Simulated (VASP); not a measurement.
Wanted: the native input for a VASP 6.6.1 run.

- Task: electric field gradients
- Functional: PBE
- Potentials or basis: VASP PAW PBE potentials, release 64 (In_d, Sb)
- Cutoff: 520 eV
- k mesh: 6 × 6 × 11
- Occupations: fermi-dirac, width 0.08 eV
- Spin: no spin polarisation
- Dipole correction: no
- Further INCAR settings: ALGO = Normal; EDIFF = 1e-08; NBANDS = 26

The structure of InSb lies in POSCAR:

```
InSb
1.0
    5.4620658897      0.0000000000      0.0000000000
    0.0000000000      5.8240284417      0.0000000000
    0.0000000000      0.0000000000      3.1230740751
In Sb
2 2
Direct
    0.0000000000      0.0000000000      0.0000000000
    0.5000000000      0.5000000000      0.0000000000
    0.5000000000      0.0000000000      0.8350000000
    0.0000000000      0.5000000000      0.1650000000
```

The input as run:

INCAR

```
SYSTEM = InSb
  ALGO = Normal
  EDIFF = 1E-8
  ENCUT = 520
  GGA = PE
  ISIF = 2
  ISMEAR = -1
  LASPH = .True.
  LCHARG = .False.
  LEFG = .True.
  LREAL = .False.
  LWAVE = .False.
  NBANDS = 26
  NELM = 80
  PREC = Accurate
  SIGMA = 0.08
```

KPOINTS

```
k-points
0
Gamma
  6 6 11
  0 0 0
```

Potentials or basis: VASP PAW PBE potentials, release 64 (In_d, Sb).

The run is started by

```console
$ cat potpaw_PBE.64/In_d/POTCAR potpaw_PBE.64/Sb/POTCAR > POTCAR
$ mpirun -np 1 vasp_std > vasp.out
```

Results of the run:

| Quantity | Value |
| --- | --- |
| Pressure | 11.5 GPa |
| Largest force | 0.604 eV/Å |
| Band gap on the k mesh | zero (bands 18 and 19 overlap by 3.07 eV) |
| Largest electric field gradient by atom | In -79.0; Sb +156.8 V/Å² |

Caveat: the stress differs along the axes, from 4 to 21 GPa; without QUAD_EFG the Cq values of the log hold for a quadrupole moment of 1 mb, not for the nuclei; spin-orbit coupling is left out, which moves the levels of the heavy elements.

Wall time 3.4 min on 1 thread of Intel(R) Xeon(R) Platinum 8488C (Sapphire Rapids) (shared host), peak memory 0.36 GiB.
